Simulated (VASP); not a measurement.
Wanted: the native input for a VASP 6.6.1 run.

```
Task                   : single point
Functional             : PBEsol
Potentials or basis    : VASP PAW PBE potentials, release 64 (V_sv)
Cutoff                 : 520 eV
k mesh                 : 22 × 22 × 22
Occupations            : gaussian, width 0.15 eV
Spin                   : no spin polarisation
Dipole correction      : no
Further INCAR settings : ALGO = Fast; EDIFF = 1e-07; NBANDS = 12
```

The structure of V lies in POSCAR:

```
V
1.0
   -1.5130000000      1.5130000000      1.4676100000
    1.5130000000     -1.5130000000      1.4676100000
    1.5130000000      1.5130000000     -1.4676100000
V
1
Direct
    0.0000000000      0.0000000000      0.0000000000
```

This cell differs from its parent crystal: strain +0.000 along x and y, -0.030 along z.

One way to write it, as run:

INCAR

```
ALGO = Fast
EDIFF = 1E-7
ENCUT = 520
GGA = PS
ISIF = 2
ISMEAR = 0
LASPH = T
LCHARG = F
LREAL = F
LWAVE = F
NBANDS = 12
NELM = 60
PREC = Accurate
SIGMA = 0.15
```

KPOINTS

```
k-points
0
Gamma
  22 22 22
```

Potentials or basis: VASP PAW PBE potentials, release 64 (V_sv).

Command:

```sh
$ cat potpaw_PBE.64/V_sv/POTCAR > POTCAR
$ mpirun -np 1 vasp_std > vasp.out
```

Results of the run:

```yaml
Pressure: -6.5 GPa
```

Caveat: the cell differs from its parent crystal (strain +0.000 along x and y, -0.030 along z); the PAW data sets were made with another functional, which shifts forces and pressure a little.

Run time: 110 s on 1 thread of AMD EPYC 7R43 64-Core Processor (Zen 3) (shared host), peak memory 0.2 GiB.
